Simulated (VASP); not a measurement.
# SiC (Moissanite 6O SiC) (Cmc2_1) in VASP: single point with PBE

Aim: the single point of SiC (Moissanite 6O SiC) with PBE.

Program: VASP 6.6.1. These are calculated values, not measurements. Logs are shortened: lines on timing, memory, paths and dates and some standing lists are left out, and cuts for length are marked.

## Step 1: The cell of the first run

It takes space group Cmc2_1 (No. 36, orthorhombic). Conventional cell: a = 3.078 Å, b = 5.335 Å, c = 15.122 Å, α = 90.00°, β = 90.00°, γ = 90.00°. Si (site symmetry m) has 4 C at 1.87 to 1.91 Å within 2.5 Å. Si (site symmetry m) has 4 C at 1.87 to 1.92 Å within 2.5 Å. Si (site symmetry m) has 4 C at 1.87 to 1.92 Å within 2.5 Å. C (site symmetry m) has 4 Si at 1.87 to 1.92 Å within 2.5 Å. C (site symmetry m) has 4 Si at 1.87 to 1.92 Å within 2.5 Å. C (site symmetry m) has 4 Si at 1.87 to 1.91 Å within 2.5 Å.

## Step 2: Single point, PBE

File INCAR:

```
PREC = Accurate
ENCUT = 520
EDIFF = 1E-6
ISMEAR = 0
SIGMA = 0.3
LREAL = F
LASPH = T
NELM = 100
ALGO = Normal
ISIF = 2
LWAVE = F
LCHARG = T
GGA = PE
LELF = T
LVHAR = T
NBANDS = 36
```

File KPOINTS:

```
Automatic mesh
0
Gamma
  6 6 2
```

File POSCAR:

```
SiC
1.0
    1.5389000000     -2.6675000000      0.0000000000
    1.5389000000      2.6675000000      0.0000000000
    0.0000000000      0.0000000000     15.1219000000
Si C
6 6
Direct
    0.1673000000      0.8327000000      0.8580000000
    0.8327000000      0.1673000000      0.3580000000
    0.5007000000      0.4993000000      0.5241000000
    0.4993000000      0.5007000000      0.0241000000
    0.8357000000      0.1643000000      0.6912400000
    0.1643000000      0.8357000000      0.1912400000
    0.4960000000      0.5040000000      0.6503000000
    0.5040000000      0.4960000000      0.1503000000
    0.1600000000      0.8400000000      0.9817000000
    0.8400000000      0.1600000000      0.4817000000
    0.8290000000      0.1710000000      0.8168000000
    0.1710000000      0.8290000000      0.3168000000
```

Potentials or basis: VASP PAW PBE potentials, release 64 (Si, C).

Launch:

```
$ cat potpaw_PBE.64/Si/POTCAR potpaw_PBE.64/C/POTCAR > POTCAR
$ mpirun -np 1 vasp_std > vasp.out
```

OUTCAR:

```text
PREC = Accurate
   ENCUT = 520
   EDIFF = 1E-6
   ISMEAR = 0
   LREAL = F
   LASPH = T
   NELM = 100
   ISIF = 2
   GGA = PE

 ion  position               nearest neighbor table
   1  0.167  0.833  0.858-  11 1.87  11 1.87   9 1.87  11 1.91   4 3.07   4 3.08   4 3.08   5 3.08
                             5 3.09   5 3.09
   2  0.833  0.167  0.358-  12 1.87  12 1.87  10 1.87  12 1.91   3 3.07   3 3.08   3 3.08   6 3.08
                             6 3.09   6 3.09
   3  0.501  0.499  0.524-  10 1.87  10 1.87   7 1.91  10 1.92   2 3.07   2 3.08   2 3.08   5 3.09
                             5 3.09   5 3.10
   4  0.499  0.501  0.024-   9 1.87   9 1.87   8 1.91   9 1.92   1 3.07   1 3.08   1 3.08   6 3.09
                             6 3.09   6 3.10
   5  0.836  0.164  0.691-   7 1.87   7 1.87  11 1.90   7 1.92   1 3.08   3 3.09   3 3.09   1 3.09
                             1 3.09   3 3.10
   6  0.164  0.836  0.191-   8 1.87   8 1.87  12 1.90   8 1.92   2 3.08   4 3.09   4 3.09   2 3.09
                             2 3.09   4 3.10
   7  0.496  0.504  0.650-   5 1.87   5 1.87   3 1.91   5 1.92
   8  0.504  0.496  0.150-   6 1.87   6 1.87   4 1.91   6 1.92
   9  0.160  0.840  0.982-   1 1.87   4 1.87   4 1.87   4 1.92
  10  0.840  0.160  0.482-   2 1.87   3 1.87   3 1.87   3 1.92
  11  0.829  0.171  0.817-   1 1.87   1 1.87   5 1.90   1 1.91
  12  0.171  0.829  0.317-   2 1.87   2 1.87   6 1.90   2 1.91

  LATTYP: Found a base centered orthorhombic cell.
 ALAT       =     3.0778000000
 B/A-ratio  =     1.7333809864
 C/A-ratio  =     4.9132172331

  Lattice vectors:

 A1 = (   1.5389000000,  -2.6675000000,   0.0000000000)
 A2 = (   1.5389000000,   2.6675000000,   0.0000000000)
 A3 = (   0.0000000000,   0.0000000000,  15.1219000000)

Analysis of symmetry for initial positions (statically):
=====================================================================
 Subroutine PRICEL returns:
 Original cell was already a primitive cell.

 Routine SETGRP: Setting up the symmetry group for a
 base centered orthorhombic supercell.

 Subroutine GETGRP returns: Found  4 space group operations
 (whereof  2 operations were pure point group operations)
 out of a pool of  8 trial point group operations.

The static configuration has the point symmetry C_1h.
 The point group associated with its full space group is C_2v.

Analysis of symmetry for dynamics (positions and initial velocities):
=====================================================================
 Subroutine PRICEL returns:
 Original cell was already a primitive cell.

 Routine SETGRP: Setting up the symmetry group for a
 base centered orthorhombic supercell.

 Subroutine GETGRP returns: Found  4 space group operations
 (whereof  2 operations were pure point group operations)
 out of a pool of  8 trial point group operations.

The dynamic configuration has the point symmetry C_1h.
 The point group associated with its full space group is C_2v.

 Subroutine INISYM returns: Found  4 space group operations
 (whereof  2 operations are pure point group operations),
 and found     1 'primitive' translations

----------------------------------------------------------------------------------------

                                     Primitive cell

  volume of cell :     124.1513

  direct lattice vectors                    reciprocal lattice vectors
     1.538900000 -2.667500000  0.000000000     0.324907401 -0.187441425  0.000000000
     1.538900000  2.667500000  0.000000000     0.324907401  0.187441425  0.000000000
     0.000000000  0.000000000 15.121900000     0.000000000  0.000000000  0.066129256

  length of vectors
     3.079572935  3.079572935 15.121900000     0.375098796  0.375098796  0.066129256

  position of ions in fractional coordinates (direct lattice)
     0.167300000  0.832700000  0.858000000
     0.832700000  0.167300000  0.358000000
     0.500700000  0.499300000  0.524100000
     0.499300000  0.500700000  0.024100000
     0.835700000  0.164300000  0.691240000
     0.164300000  0.835700000  0.191240000
     0.496000000  0.504000000  0.650300000
     0.504000000  0.496000000  0.150300000
     0.160000000  0.840000000  0.981700000
     0.840000000  0.160000000  0.481700000
     0.829000000  0.171000000  0.816800000
     0.171000000  0.829000000  0.316800000

  ion indices of the primitive-cell ions
   primitive index   ion index
                 1           1
                 2           2
                 3           3
                 4           4
                 5           5
                 6           6
                 7           7
                 8           8
                 9           9
                10          10
                11          11
                12          12

----------------------------------------------------------------------------------------

 KPOINTS: Automatic mesh

Automatic generation of k-mesh.
 Grid dimensions read from file:
 generate k-points for:    6    6    2

 Generating k-lattice:

  Cartesian coordinates                     Fractional coordinates (reciprocal lattice)
     0.054151234 -0.031240237  0.000000000     0.166666667  0.000000000  0.000000000
     0.054151234  0.031240237  0.000000000     0.000000000  0.166666667  0.000000000
     0.000000000  0.000000000  0.033064628     0.000000000  0.000000000  0.500000000

  Length of vectors
     0.062516466  0.062516466  0.033064628

  Shift w.r.t. Gamma in fractional coordinates (k-lattice)
     0.000000000  0.000000000  0.000000000

 Subroutine IBZKPT returns following result:
 ===========================================

 Found     26 irreducible k-points:

 Following reciprocal coordinates:
            Coordinates               Weight
  0.000000  0.000000  0.000000      1.000000
  0.166667  0.000000  0.000000      4.000000
  0.333333  0.000000  0.000000      4.000000
  0.500000  0.000000  0.000000      2.000000
  0.166667  0.166667  0.000000      2.000000
  0.333333  0.166667  0.000000      4.000000
[... 16 lines left out ...]
  0.333333  0.333333  0.500000      2.000000
  0.500000  0.333333  0.500000      4.000000
 [... further k-points ...]
   k-points           NKPTS =     26   k-points in BZ     NKDIM =     26   number of bands    NBANDS=     36
   number of dos      NEDOS =    301   number of ions     NIONS =     12
   total plane-waves  NPLWV =  64512
   dimension x,y,z NGX =    24 NGY =   24 NGZ =  112
   dimension x,y,z NGXF=    48 NGYF=   48 NGZF=  224
   ions per type =               6   6
   NGX,Y,Z   is equivalent  to a cutoff of  12.96, 12.96, 12.31 a.u.
   NGXF,Y,Z  is equivalent  to a cutoff of  25.91, 25.91, 24.63 a.u.
 SYSTEM =  unknown system
   PREC   = accura    normal or accurate (medium, high low for compatibility)
   ISTART =      0    job   : 0-new  1-cont  2-samecut
   ICHARG =      2    charge: 1-file 2-atom 10-const
   ISPIN  =      1    spin polarized calculation?
   LNONCOLLINEAR =      F non collinear calculations
   LSORBIT =      F    spin-orbit coupling
   LASPH  =      T    aspherical Exc in radial PAW
   ENCUT  =  520.0 eV  38.22 Ry    6.18 a.u.   5.73  5.73 28.12*2*pi/ulx,y,z
   NELM   =    100;   NELMIN=  2; NELMDL= -5     # of ELM steps
   EDIFF  = 0.1E-05   stopping-criterion for ELM
   LREAL  =      F    real-space projection
   EDIFFG = 0.1E-04   stopping-criterion for IOM
   NSW    =      0    number of steps for IOM
   IBRION =     -1    ionic relax: 0-MD 1-quasi-New 2-CG
   NFREE  =      0    steps in history (QN), initial steepest desc. (CG)
   ISIF   =      2    stress and relaxation
   ISYM   =      2    0-nonsym 1-usesym 2-fastsym
   POTIM  = 0.5000    time-step for ionic-motion
   TEBEG  =    0.0;   TEEND  =   0.0 temperature during run
   PSTRESS=    0.0 pullay stress
   NELECT =      48.0000    total number of electrons
   NUPDOWN=      -1.0000    fix difference up-down
   EMIN   =  10.00;   EMAX   =-10.00  energy-range for DOS
   EFERMI =   0.00;   METHOD = LEGACY
   ISMEAR =     0;   SIGMA  =   0.30  broadening in eV -4-tet -1-fermi 0-gaus
   EFERMI_NEDOS =   21; number of points for ismear=-14 and -15
   IALGO  =     38    algorithm
   IMIX   =      4    mixing-type and parameters
     AMIX     =   0.40;   BMIX     =  1.00
     AMIX_MAG =   1.60;   BMIX_MAG =  1.00
  volume/ion in A,a.u.               =      10.35        69.82
  Fermi-wavevector in a.u.,A,eV,Ry     =   1.192628  2.253739 19.352390  1.422361
  Thomas-Fermi vector in A             =   2.328661
   LORBIT       =      0    0 simple, 1 ext, 2 COOP (PROOUT), +10 PAW based schemes
   GGA     = PE    functional components
   LHFCALC =     F    Hartree Fock is set to
   AEXX    =    0.0000 exact exchange contribution
   IVDW    =     0    specifies the selected vdW correction
   LEPSILON=     F    determine dielectric tensor
   LRPA    =     F    only Hartree local field effects (RPA)
 non-spin polarized calculation
 Gauss-broadening in eV      SIGMA  =   0.30
  energy-cutoff  :      520.00
  volume of cell :      124.15
 maximum number of plane-waves:      3364
   NGX = 11   NGY = 11   NGZ = 57

 number of electron      48.0000003 magnetization

 Free energy of the ion-electron system (eV)
  ---------------------------------------------------
  ext. energy  EPLUGINS =         0.00000000
  ---------------------------------------------------
  free energy    TOTEN  =       -90.25524763 eV

  energy without entropy =      -90.25524716  energy(sigma->0) =      -90.25524740

 E-fermi :   9.1862     XC(G=0): -11.3536

 val. band max:        8.2592751335   @ k =   0.0000   0.0000   0.0000
 cond. band min:      10.1334613319   @ k =   0.5000   0.5000   0.0000
 fundamental gap:      1.8741861984
 Fermi energy:         9.1862457507

 k-point     1 :       0.0000    0.0000    0.0000
  band No.  band energies     occupation
      1      -7.3031      2.00000
      2      -6.7991      2.00000
      3      -6.7291      2.00000
      4      -5.2753      2.00000
      5      -5.2042      2.00000
      6      -3.7438      2.00000
[... 28 lines left out ...]
     35      15.4676      0.00000
     36      15.5442      0.00000
[... 866 lines left out ...]
      6      -2.3016      2.00000
[... 28 lines left out ...]
     35      16.2216      0.00000
     36      16.2232      0.00000

 [... further k-points ...]
[... 5 lines left out ...]
  --------------------------------------------------------------------------------------
  -------------------------------------------------------------------------------------
  Total        4.2867192      1.3098429      2.1406233      0.0000000      0.0000000      0.0000000
  in kB       55.3202875     16.9035765     27.6248321      0.0000000      0.0000000      0.0000000
  external PRESSURE =      33.2828987 kB  Pullay stress =       0.0000000 kB

 VOLUME and BASIS-vectors are now :
 -----------------------------------------------------------------------------
  energy-cutoff  :      520.00
  volume of cell :      124.15
      direct lattice vectors                 reciprocal lattice vectors
     1.538900000 -2.667500000  0.000000000     0.324907401 -0.187441425  0.000000000
     1.538900000  2.667500000  0.000000000     0.324907401  0.187441425  0.000000000
     0.000000000  0.000000000 15.121900000     0.000000000  0.000000000  0.066129256

 POSITION                                       TOTAL-FORCE (eV/Angst)
 -----------------------------------------------------------------------------------
      1.53890      1.77495     12.97459         0.000000      0.511979     -0.226746
      1.53890     -1.77495      5.41364         0.000000     -0.511979     -0.226746
      1.53890     -0.00373      7.92539         0.000000     -0.447108      0.102000
      1.53890      0.00373      0.36444         0.000000      0.447108      0.102000
      1.53890     -1.79096     10.45286         0.000000      0.652997      0.213070
      1.53890      1.79096      2.89191         0.000000     -0.652997      0.213070
      1.53890      0.02134      9.83377         0.000000     -0.611621     -0.291075
      1.53890     -0.02134      2.27282         0.000000      0.611621     -0.291075
      1.53890      1.81390     14.84517         0.000000     -0.597325      0.415991
      1.53890     -1.81390      7.28422         0.000000      0.597325      0.415991
      1.53890     -1.75522     12.35157         0.000000     -0.523287     -0.213240
      1.53890      1.75522      4.79062         0.000000      0.523287     -0.213240
 -----------------------------------------------------------------------------------
    total drift:                               -0.000000      0.000000      0.000048

  FREE ENERGIE OF THE ION-ELECTRON SYSTEM (eV)
  ---------------------------------------------------
  free  energy   TOTEN  =       -90.2552476350 eV

  energy  without entropy=      -90.2552471642  energy(sigma->0) =      -90.25524740
```

Run time: 46 s. Hardware: 1 thread of Intel Xeon 6975P-C (Granite Rapids), shared host; peak memory 0.27 GiB.

Results:

```
Free energy            : -90.2552 eV
Pressure               : 3.3 GPa
Largest force          : 0.728 eV/Å
Band gap on the k mesh : 1.87 eV, indirect (least direct gap 3.11 eV)
```

Forces on the atoms (eV/Å):
```
Si   0.000  0.512 -0.227
Si   0.000 -0.512 -0.227
Si   0.000 -0.447  0.102
Si   0.000  0.447  0.102
Si   0.000  0.653  0.213
Si   0.000 -0.653  0.213
C    0.000 -0.612 -0.291
C    0.000  0.612 -0.291
C    0.000 -0.597  0.416
C    0.000  0.597  0.416
C    0.000 -0.523 -0.213
C    0.000  0.523 -0.213
```
